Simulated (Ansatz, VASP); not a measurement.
# C in VASP and in Ansatz

```xyz
4
Lattice="1.2072 -2.2052 0.0000 1.2072 2.2052 0.0000 0.0000 0.0000 7.6415" Properties=species:S:1:pos:R:3 pbc="T T T"
C     1.2072    1.8377    5.7299
C     1.2072   -0.3675    1.9116
C     1.2072   -1.8377    1.9116
C     1.2072    0.3675    5.7299
```

Change from the starting cell: volume 10.171 Å^3 an atom, stretch along a over the lengths across it, relative to the relaxed cell 0.9480.

Alike in both runs: task single point; functional PBEsol; k mesh 21 × 21 × 6; occupations gaussian, width 0.15 eV; no spin polarisation.

|  | VASP | Ansatz |
| --- | --- | --- |
| version | VASP 6.6.1 | Ansatz 0.2.0 |
| potentials or method | VASP PAW PBE potentials, release 64 (C), cutoff 520 eV | scalar-relativistic, plane waves, PAW |
| valence electrons in the cell | 16 | 16 |

Ansatz gave:

```
gap on the k mesh at the Fermi level (eV)                     : 0.28
least direct gap on the mesh (eV)                             : 0.28
pressure (GPa)                                                : -5.4
traceless stress, the component that is largest in VASP (GPa) : -23.05
rms of the force components (eV/Å)                            : 0.264
```

Question: Estimate VASP's values.

Answer: gap on the k mesh at the Fermi level (eV): 0.28; least direct gap on the mesh (eV): 0.28; pressure (GPa): -4.8; traceless stress, the component that is largest in VASP (GPa): -22.78; rms of the force components (eV/Å): 0.273.

VASP's potentials were made for PBE, not for PBEsol, and Ansatz warns of the same on its side. Atom by atom the forces differ by 0.009 eV/Å (rms over components).
